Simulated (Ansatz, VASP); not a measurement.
# ScAl2Sb2As: VASP beside Ansatz

```
Sc Al Sb As
1.0
     5.53219    0.00000    0.00000
     0.00000    5.53219    0.00000
     0.00000    0.00000    5.51504
Sc Al Sb As
1 2 2 1
Cartesian
  0.0000 0.0000 2.7575
  0.0000 2.7661 2.7575
  2.7661 0.0000 2.7575
  2.7661 2.7661 4.1495
  2.7661 2.7661 1.3655
  0.0000 0.0000 0.0000
```

Change from the starting cell: species swapped into the Ba2CuSeO2 type (P4/mmm, No. 123).

Alike in both runs: task relaxation of cell and atoms; functional PBE; k mesh 8 × 8 × 8; occupations gaussian, width 0.1 eV; no spin polarisation.

|  | VASP | Ansatz |
| --- | --- | --- |
| version | VASP 6.6.1 | Ansatz 0.2.0 |
| potentials or method | VASP PAW PBE potentials, release 64 (Sc_sv, Al, Sb, As), cutoff 600 eV | scalar-relativistic, plane waves, PAW |
| valence electrons in the cell | 32 | 62 |

Ansatz gave:

- gap on the k mesh at the Fermi level, each at its own relaxed structure (eV): none
- relaxed volume (Å³/atom): 27.95
- relaxed length of the cell vector where the two differ most in proportion (Å): 5.642

**Question.** Which values does VASP return?

**Answer.** gap on the k mesh at the Fermi level, each at its own relaxed structure (eV): none; relaxed volume (Å³/atom): 27.97; relaxed length of the cell vector where the two differ most in proportion (Å): 5.646.

A gap of «none» marks a metal or a gap that the smearing closes. VASP's potentials hold 32 valence electrons a cell and Ansatz's 62, so a difference there can come from the potentials and not from the codes.

Neither program's run includes spin-orbit coupling.
